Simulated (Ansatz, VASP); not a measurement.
# Two plane-wave programs on ZnS

INCAR

```
ALGO = Normal ; EDIFF = 1E-6
ENCUT = 520 ; GGA = PE
ISIF = 2 ; ISMEAR = 0
LASPH = T ; LCHARG = F
LREAL = F ; LWAVE = F
NBANDS = 16 ; NELM = 60
PREC = Accurate ; SIGMA = 0.05
```

The input KPOINTS:

```
k-points
0
Gamma
  10 10 10
```

Contents of POSCAR:

```
ZnS
1.0
   -0.5861359534      2.4456017367      2.4456017367
    2.4456017367     -0.5861359534      2.4456017367
    2.4456017367      2.4456017367     -0.5861359534
Zn S
1 1
Direct
    0.0000000000      0.0000000000      0.0000000000
    0.7500000000      0.7500000000      0.7500000000
```

Input for Ansatz:

```yaml
crystal:
  lattice:
    - [-0.5861359534, 2.4456017367, 2.4456017367]
    - [2.4456017367, -0.5861359534, 2.4456017367]
    - [2.4456017367, 2.4456017367, -0.5861359534]
  atoms:
    - { symbol: Zn, position: [0.0, 0.0, 0.0] }
    - { symbol: S, position: [0.75, 0.75, 0.75] }
basis:
  ecutwfc: 420
kpoints:
  mp_grid: { grid: [10, 10, 10] }
hamiltonian:
  xc: pbe
scf:
  occupations: { method: gaussian, width: 0.05 }
output:
  forces: true
  stress: true
  eigenvalues: true
```

Alike in both runs: task single point; functional PBE; k mesh 10 × 10 × 10; occupations gaussian, width 0.05 eV; no spin polarisation.

|  | VASP | Ansatz |
| --- | --- | --- |
| version | VASP 6.6.1 | Ansatz 0.2.0 |
| potentials or method | VASP PAW PBE potentials, release 64 (Zn, S), cutoff 520 eV | scalar-relativistic, plane waves, PAW |
| valence electrons in the cell | 18 | 18 |

```tsv
	VASP	Ansatz	Ansatz less VASP
gap on the k mesh at the Fermi level (eV)	1.50	1.48	-0.017
least direct gap on the mesh (eV)	1.54	1.53	-0.017
pressure (GPa)	19.7	19.6	-0.10
traceless stress, the component that is largest in VASP (GPa)	25.74	25.68	-0.051
rms of the force components (eV/Å)	4.520	4.502	-0.0184
```

Atom by atom the forces differ by 0.018 eV/Å (rms over components).
